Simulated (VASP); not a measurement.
# BiTe (Immm) in VASP: a series of runs

The runs below take BiTe through single point, with PBEsol.

Program: VASP 6.6.1. These are calculated values, not measurements. Logs are shortened: lines on timing, memory, paths and dates and some standing lists are left out, and cuts for length are marked.

**1. The cell of the first run**

Symmetry: Immm, No. 71, orthorhombic system. Conventional cell: a = 4.454 Å, b = 4.589 Å, c = 6.394 Å, α = 90.00°, β = 90.00°, γ = 90.00°. Within 4.2 Å of Bi (site symmetry mmm) lie 6 Te at 3.20 Å. Within 4.2 Å of Te (site symmetry mmm) lie 6 Bi at 3.20 Å.

**2. Single point, PBEsol (strain -0.0300 x Voigt [0, 0, 0, 0, 0, 1])**

File INCAR:

```
PREC = Accurate
ENCUT = 520
EDIFF = 1E-6
ISMEAR = 0
SIGMA = 0.15
LREAL = False
LASPH = True
NELM = 80
ALGO = Normal
ISIF = 2
LWAVE = False
LCHARG = False
GGA = PS
NBANDS = 18
```

File KPOINTS:

```
Automatic mesh
0
Gamma
  16 16 16
```

File POSCAR:

```
BiTe
1.0
   -0.0479573075      3.1971538327      3.1971538327
    3.1971538327     -0.0479573075      3.1971538327
    3.1491965252      3.1491965252      0.0000000000
Bi Te
1 1
Direct
    0.0000000000      0.0000000000      0.0000000000
    0.5000000000      0.5000000000      0.5000000000
```

Potentials or basis: VASP PAW PBE potentials, release 64 (Bi_d, Te).

Launch:

```
$ cat potpaw_PBE.64/Bi_d/POTCAR potpaw_PBE.64/Te/POTCAR > POTCAR
$ mpirun -np 1 vasp_std > vasp.out
```

OUTCAR:

```text
PREC = Accurate
   ENCUT = 520
   EDIFF = 1E-6
   ISMEAR = 0
   LREAL = False
   LASPH = True
   NELM = 80
   ISIF = 2
   GGA = PS

 ion  position               nearest neighbor table
   1  0.000  0.000  0.000-   2 3.20   2 3.20   2 3.20   2 3.20   2 3.20   2 3.20
   2  0.500  0.500  0.500-   1 3.20   1 3.20   1 3.20   1 3.20   1 3.20   1 3.20

  LATTYP: Found a body centered orthorhombic cell.
 ALAT       =     4.4536364365
 B/A-ratio  =     1.0304568528
 C/A-ratio  =     1.4357498095

  Lattice vectors:

 A1 = (   0.0479573075,  -3.1971538327,  -3.1971538327)
 A2 = (  -0.0479573075,   3.1971538327,  -3.1971538327)
 A3 = (   3.1971538327,  -0.0479573075,   3.1971538327)

Analysis of symmetry for initial positions (statically):
=====================================================================
 Subroutine PRICEL returns:
 Original cell was already a primitive cell.

 Routine SETGRP: Setting up the symmetry group for a
 body centered orthorhombic supercell.

 Subroutine GETGRP returns: Found  8 space group operations
 (whereof  8 operations were pure point group operations)
 out of a pool of  8 trial point group operations.

The static configuration has the point symmetry D_2h.

Analysis of symmetry for dynamics (positions and initial velocities):
=====================================================================
 Subroutine PRICEL returns:
 Original cell was already a primitive cell.

 Routine SETGRP: Setting up the symmetry group for a
 body centered orthorhombic supercell.

 Subroutine GETGRP returns: Found  8 space group operations
 (whereof  8 operations were pure point group operations)
 out of a pool of  8 trial point group operations.

The dynamic configuration has the point symmetry D_2h.

 Subroutine INISYM returns: Found  8 space group operations
 (whereof  8 operations are pure point group operations),
 and found     1 'primitive' translations

----------------------------------------------------------------------------------------

                                     Primitive cell

  volume of cell :      65.3466

  direct lattice vectors                    reciprocal lattice vectors
    -0.047957307  3.197153833  3.197153833    -0.154077928  0.154077928  0.156389097
     3.197153833 -0.047957307  3.197153833     0.154077928 -0.154077928  0.156389097
     3.149196525  3.149196525  0.000000000     0.158770657  0.158770657 -0.156389097

  length of vectors
     4.521712636  4.521712636  4.453636437     0.268211792  0.268211792  0.273630759

  position of ions in fractional coordinates (direct lattice)
     0.000000000  0.000000000  0.000000000
     0.500000000  0.500000000  0.500000000

  ion indices of the primitive-cell ions
   primitive index   ion index
                 1           1
                 2           2

----------------------------------------------------------------------------------------

 KPOINTS: Automatic mesh

Automatic generation of k-mesh.
 Grid dimensions read from file:
 generate k-points for:   16   16   16

 Generating k-lattice:

  Cartesian coordinates                     Fractional coordinates (reciprocal lattice)
    -0.009629870  0.009629870  0.009774319     0.062500000  0.000000000  0.000000000
     0.009629870 -0.009629870  0.009774319     0.000000000  0.062500000  0.000000000
     0.009923166  0.009923166 -0.009774319     0.000000000  0.000000000  0.062500000

  Length of vectors
     0.016763237  0.016763237  0.017101922

  Shift w.r.t. Gamma in fractional coordinates (k-lattice)
     0.000000000  0.000000000  0.000000000

 Subroutine IBZKPT returns following result:
 ===========================================

 Found    621 irreducible k-points:

 Following reciprocal coordinates:
            Coordinates               Weight
  0.000000  0.000000  0.000000      1.000000
  0.062500  0.000000  0.000000      4.000000
  0.125000  0.000000  0.000000      4.000000
  0.187500  0.000000  0.000000      4.000000
  0.250000  0.000000  0.000000      4.000000
  0.312500  0.000000  0.000000      4.000000
[... 16 lines left out ...]
 -0.125000  0.062500  0.000000      4.000000
 -0.062500  0.062500  0.000000      2.000000
 [... further k-points ...]
   k-points           NKPTS =    621   k-points in BZ     NKDIM =    621   number of bands    NBANDS=     18
   number of dos      NEDOS =    301   number of ions     NIONS =      2
   total plane-waves  NPLWV =  46656
   dimension x,y,z NGX =    36 NGY =   36 NGZ =   36
   dimension x,y,z NGXF=    72 NGYF=   72 NGZF=   72
   ions per type =               1   1
   NGX,Y,Z   is equivalent  to a cutoff of  13.24, 13.24, 13.44 a.u.
   NGXF,Y,Z  is equivalent  to a cutoff of  26.47, 26.47, 26.88 a.u.
 SYSTEM =  unknown system
   PREC   = accura    normal or accurate (medium, high low for compatibility)
   ISTART =      0    job   : 0-new  1-cont  2-samecut
   ICHARG =      2    charge: 1-file 2-atom 10-const
   ISPIN  =      1    spin polarized calculation?
   LNONCOLLINEAR =      F non collinear calculations
   LSORBIT =      F    spin-orbit coupling
   LASPH  =      T    aspherical Exc in radial PAW
   ENCUT  =  520.0 eV  38.22 Ry    6.18 a.u.   8.41  8.41  8.28*2*pi/ulx,y,z
   NELM   =     80;   NELMIN=  2; NELMDL= -5     # of ELM steps
   EDIFF  = 0.1E-05   stopping-criterion for ELM
   LREAL  =      F    real-space projection
[... 7 lines left out ...]
   TEBEG  =    0.0;   TEEND  =   0.0 temperature during run
   PSTRESS=    0.0 pullay stress
   NELECT =      21.0000    total number of electrons
   NUPDOWN=      -1.0000    fix difference up-down
   EMIN   =  10.00;   EMAX   =-10.00  energy-range for DOS
   EFERMI =   0.00;   METHOD = LEGACY
   ISMEAR =     0;   SIGMA  =   0.15  broadening in eV -4-tet -1-fermi 0-gaus
   EFERMI_NEDOS =   21; number of points for ismear=-14 and -15
   IALGO  =     38    algorithm
   IMIX   =      4    mixing-type and parameters
     AMIX     =   0.40;   BMIX     =  1.00
     AMIX_MAG =   1.60;   BMIX_MAG =  1.00
  volume/ion in A,a.u.               =      32.67       220.49
  Fermi-wavevector in a.u.,A,eV,Ry     =   1.121348  2.119040 17.108248  1.257421
  Thomas-Fermi vector in A             =   2.258001
   LORBIT       =      0    0 simple, 1 ext, 2 COOP (PROOUT), +10 PAW based schemes
   GGA     = PS    functional components
   LHFCALC =     F    Hartree Fock is set to
   AEXX    =    0.0000 exact exchange contribution
   IVDW    =     0    specifies the selected vdW correction
   LEPSILON=     F    determine dielectric tensor
   LRPA    =     F    only Hartree local field effects (RPA)
 non-spin polarized calculation
 Gauss-broadening in eV      SIGMA  =   0.15
  energy-cutoff  :      520.00
  volume of cell :       65.35
 maximum number of plane-waves:      1795
 NGX is ok and might be reduce to    36
   NGX = 17   NGY = 17   NGZ = 17

 number of electron      21.0000002 magnetization

 Free energy of the ion-electron system (eV)
  ---------------------------------------------------
  ext. energy  EPLUGINS =         0.00000000
  ---------------------------------------------------
  free energy    TOTEN  =        -7.99429401 eV

  energy without entropy =       -7.97823140  energy(sigma->0) =       -7.98626271

 E-fermi :   6.9194     XC(G=0):  -9.7520

 val. band max:        6.9170724732   @ k =  -0.1250  -0.0000   0.1875
 cond. band min:       6.9199234682   @ k =  -0.1875   0.0625   0.4375
 fundamental gap:      0.0028509950
 Fermi energy:         6.9193695129

 k-point     1 :       0.0000    0.0000    0.0000
  band No.  band energies     occupation
      1     -16.1498      2.00000
      2     -16.1493      2.00000
      3     -16.1442      2.00000
      4     -16.1431      2.00000
      5     -16.1409      2.00000
      6      -6.8591      2.00000
[... 10 lines left out ...]
     17      13.0945      0.00000
     18      13.2775      0.00000

 k-point     2 :       0.0625    0.0000    0.0000
  band No.  band energies     occupation
      1     -16.1499      2.00000
      2     -16.1495      2.00000
      3     -16.1441      2.00000
      4     -16.1430      2.00000
      5     -16.1407      2.00000
      6      -6.8230      2.00000
[... 10 lines left out ...]
     17      13.3521      0.00000
     18      13.5579      0.00000

 k-point     3 :       0.1250    0.0000    0.0000
  band No.  band energies     occupation
      1     -16.1503      2.00000
      2     -16.1499      2.00000
      3     -16.1436      2.00000
      4     -16.1425      2.00000
      5     -16.1399      2.00000
      6      -6.7150      2.00000
[... 10 lines left out ...]
     17      14.0086      0.00000
     18      14.2764      0.00000

 k-point     4 :       0.1875    0.0000    0.0000
  band No.  band energies     occupation
      1     -16.1509      2.00000
      2     -16.1507      2.00000
      3     -16.1431      2.00000
      4     -16.1416      2.00000
      5     -16.1388      2.00000
      6      -6.5360      2.00000
[... 375 lines left out ...]
      4     -16.1406      2.00000
      5     -16.1386      2.00000
      6      -6.4321      2.00000
[... 10 lines left out ...]
     17      14.5144      0.00000
     18      15.6629      0.00000

 k-point    23 :      -0.1250    0.0625    0.0000
  band No.  band energies     occupation
      1     -16.1511      2.00000
      2     -16.1497      2.00000
      3     -16.1437      2.00000
      4     -16.1416      2.00000
      5     -16.1397      2.00000
      6      -6.6330      2.00000
[... 10 lines left out ...]
     17      13.8129      0.00000
     18      14.6702      0.00000

 k-point    24 :      -0.0625    0.0625    0.0000
  band No.  band energies     occupation
      1     -16.1504      2.00000
      2     -16.1494      2.00000
      3     -16.1441      2.00000
      4     -16.1425      2.00000
      5     -16.1404      2.00000
      6      -6.7637      2.00000
[... 10 lines left out ...]
     17      13.4535      0.00000
     18      13.9237      0.00000

 [... further k-points ...]

------------------------ aborting loop because EDIFF is reached ----------------------------------------

  FORCE on cell =-STRESS in cart. coord.  units (eV):
  Direction    XX          YY          ZZ          XY          YZ          ZX
  --------------------------------------------------------------------------------------
  -------------------------------------------------------------------------------------
  Total        0.0046479      0.0046479      0.0231935     -0.0188189      0.0000000      0.0000000
  in kB        0.1139571      0.1139571      0.5686625     -0.4614052      0.0000000      0.0000000
  external PRESSURE =       0.2655255 kB  Pullay stress =       0.0000000 kB

 VOLUME and BASIS-vectors are now :
 -----------------------------------------------------------------------------
  energy-cutoff  :      520.00
  volume of cell :       65.35
      direct lattice vectors                 reciprocal lattice vectors
    -0.047957307  3.197153833  3.197153833    -0.154077928  0.154077928  0.156389097
     3.197153833 -0.047957307  3.197153833     0.154077928 -0.154077928  0.156389097
     3.149196525  3.149196525  0.000000000     0.158770657  0.158770657 -0.156389097

 POSITION                                       TOTAL-FORCE (eV/Angst)
 -----------------------------------------------------------------------------------
      0.00000      0.00000      0.00000        -0.000000     -0.000000     -0.000000
      3.14920      3.14920      3.19715         0.000000      0.000000      0.000000
 -----------------------------------------------------------------------------------
    total drift:                               -0.000000      0.000000      0.000000

  FREE ENERGIE OF THE ION-ELECTRON SYSTEM (eV)
  ---------------------------------------------------
  free  energy   TOTEN  =        -7.9942940130 eV

  energy  without entropy=       -7.9782313994  energy(sigma->0) =       -7.98626271
```

It took 3.5 min on 1 thread of Intel Xeon 6975P-C (Granite Rapids), shared host; peak memory 0.79 GiB.

Results:

```yaml
Free_energy: -7.9943 eV
Pressure: 0.0 GPa
Band_gap_on_the_k_mesh: zero (an odd number of electrons rules out a gap without spin polarisation)
```

Caveat: the cell differs from its parent crystal (strain -0.0300 x Voigt [0, 0, 0, 0, 0, 1]); the PAW data sets were made with another functional, which shifts forces and pressure a little; spin-orbit coupling is left out, which moves the levels of the heavy elements; an odd number of electrons without spin polarisation forces a metal; a magnetic or distorted state may lie lower.

**3. Single point, PBEsol (strain +0.0150 x Voigt [0, 0, 0, 0, 0, 1])**

File INCAR:

```
PREC     = Accurate       # precision mode
ENCUT    = 520            # plane-wave cutoff, eV
EDIFF    = 1E-6           # SCF threshold, eV
ISMEAR   = 0              # smearing method
SIGMA    = 0.15           # smearing width, eV
LREAL    = False          # projectors in reciprocal space
LASPH    = True           # aspherical terms in the spheres
NELM     = 60             # most SCF steps
ALGO     = Normal         # electronic algorithm
ISIF     = 2              # what is computed and relaxed
LWAVE    = False          # write WAVECAR
LCHARG   = False          # write CHGCAR
GGA      = PS             # functional
NBANDS   = 18             # bands
```

File KPOINTS:

```
regular mesh
0
Gamma
  16 16 16
```

File POSCAR:

```
BiTe
1.0
    0.0239786537      3.1971538327      3.1971538327
    3.1971538327      0.0239786537      3.1971538327
    3.2211324864      3.2211324864      0.0000000000
Bi Te
1 1
Direct
    0.0000000000      0.0000000000      0.0000000000
    0.5000000000      0.5000000000      0.5000000000
```

Potentials or basis: VASP PAW PBE potentials, release 64 (Bi_d, Te).

Launch:

```
$ cat potpaw_PBE.64/Bi_d/POTCAR potpaw_PBE.64/Te/POTCAR > POTCAR
$ mpirun -np 1 vasp_std > vasp.out
```

It took 3.5 min on 1 thread of Intel Xeon 6975P-C (Granite Rapids), shared host; peak memory 0.79 GiB.

It converged, with:

| Quantity | Value |
| --- | --- |
| Free energy | -7.9941 eV |
| Pressure | 0.0 GPa |
| Band gap on the k mesh | zero (an odd number of electrons rules out a gap without spin polarisation) |

Levels at points of the mesh, in eV from the Fermi level:
| k point | band 6 | band 7 | band 8 | band 9 | band 10 | band 11 | band 12 | band 13 | band 14 | band 15 |
| --- | --- | --- | --- | --- | --- | --- | --- | --- | --- | --- |
| (0.00, 0.00, 0.00) | -13.78 | -8.00 | -2.69 | -2.62 | -2.55 | 2.21 | 2.23 | 2.26 | 4.50 | 4.59 |
| (0.50, 0.00, 0.00) | -11.71 | -11.36 | -2.01 | -1.98 | -1.62 | -0.91 | -0.73 | -0.68 | 7.35 | 7.83 |
| (0.50, 0.50, 0.00) | -11.90 | -9.96 | -5.91 | -4.25 | -4.10 | 2.05 | 3.74 | 3.80 | 5.23 | 8.81 |
| (0.00, 0.00, 0.50) | -11.73 | -11.39 | -1.96 | -1.92 | -1.56 | -0.84 | -0.66 | -0.62 | 7.30 | 7.76 |
| (0.50, 0.00, 0.50) | -11.90 | -9.96 | -5.91 | -4.17 | -4.17 | 2.05 | 3.76 | 3.77 | 5.22 | 8.80 |

Caveat: the cell differs from its parent crystal (strain +0.0150 x Voigt [0, 0, 0, 0, 0, 1]); the PAW data sets were made with another functional, which shifts forces and pressure a little; spin-orbit coupling is left out, which moves the levels of the heavy elements; an odd number of electrons without spin polarisation forces a metal; a magnetic or distorted state may lie lower.
